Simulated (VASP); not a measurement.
Here is a VASP 6.6.1 calculation.

File INCAR:

```
ALGO     = Normal         # electronic algorithm
EDIFF    = 1E-6           # SCF threshold, eV
ENCUT    = 520            # plane-wave cutoff, eV
GGA      = PE             # functional
ISIF     = 2              # what is computed and relaxed
ISMEAR   = 0              # smearing method
LASPH    = T              # aspherical terms in the spheres
LCHARG   = T              # write CHGCAR
LELF     = T              # ELF
LREAL    = F              # projectors in reciprocal space
LVHAR    = T            
LWAVE    = F              # write WAVECAR
NBANDS   = 25             # bands
NELM     = 100            # most SCF steps
PREC     = Accurate       # precision mode
SIGMA    = 0.05           # smearing width, eV
```

File KPOINTS:

```
k-points
0
Gamma
  6 6 8
```

File POSCAR:

```
SiO2
1.0
    4.1723000000      0.0000000000      0.0000000000
    0.0000000000      4.1723000000      0.0000000000
    0.0000000000      0.0000000000      2.3670000000
Si O
2 4
Direct
    0.5000000000      0.5000000000      0.5000000000
    0.0000000000      0.0000000000      0.0000000000
    0.6930127928      0.6930127928      0.0000000000
    0.1930127928      0.8069872072      0.5000000000
    0.3069872072      0.3069872072      0.0000000000
    0.8069872072      0.1930127928      0.5000000000
```

Potentials or basis: VASP PAW PBE potentials, release 64 (Si, O).

Run with:

```bash
$ cat potpaw_PBE.64/Si/POTCAR potpaw_PBE.64/O/POTCAR > POTCAR
$ mpirun -np 1 vasp_std > vasp.out
```

(1) What does it give for the pressure?

(2) What does it give for the largest force?

(3) Predict the band gap on the k mesh.

## Answers

(1) 78.0 GPa.

(2) 1.305 eV/Å.

(3) 8.07 eV.

Caveat: the cell stands under pressure; forces of over 1 eV/Å act on the atoms, so gaps and moduli don't describe the material at rest.
